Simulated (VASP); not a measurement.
Wanted: the native input for a VASP 6.6.1 run.

```
Task                   : single point
Functional             : LDA
Potentials or basis    : VASP PAW LDA potentials, release 64 (Zn)
Cutoff                 : 520 eV
k mesh                 : 12 × 12 × 12
Occupations            : fermi-dirac, width 0.05 eV
Spin                   : no spin polarisation
Dipole correction      : no
Further INCAR settings : ALGO = Normal; EDIFF = 1e-06; NBANDS = 12
```

The structure of Zn lies in POSCAR:

```
Zn
1.0
   -1.5370068493      1.5370068493      1.5370068493
    1.5370068493     -1.5370068493      1.5370068493
    1.5370068493      1.5370068493     -1.5370068493
Zn
1
Direct
    0.0000000000      0.0000000000      0.0000000000
```

One way to write it, as run:

INCAR

```
SYSTEM = Zn
PREC = Accurate ; ENCUT = 520
EDIFF = 1E-6 ; ISMEAR = -1
SIGMA = 0.05 ; LREAL = .False.
LASPH = .True. ; NELM = 100
ALGO = Normal ; ISIF = 2
LWAVE = .False. ; LCHARG = .False.
GGA = CA ; NBANDS = 12
```

KPOINTS

```
Automatic mesh
0
Gamma
  12 12 12
  0 0 0
```

Potentials or basis: VASP PAW LDA potentials, release 64 (Zn).

Launch:

```bash
$ cat potpaw_LDA.64/Zn/POTCAR > POTCAR
$ mpirun -np 1 vasp_std > vasp.out
```

Results of the run:

```
Pressure               : -4.4 GPa
Band gap on the k mesh : zero (band 6 reaches 7.55 eV, above the bottom of band 7 at 2.38 eV)
```

Wall time 9.3 s on 1 thread of AMD EPYC 7R43 64-Core Processor (Zen 3), with other jobs on the host, peak memory 0.07 GiB.
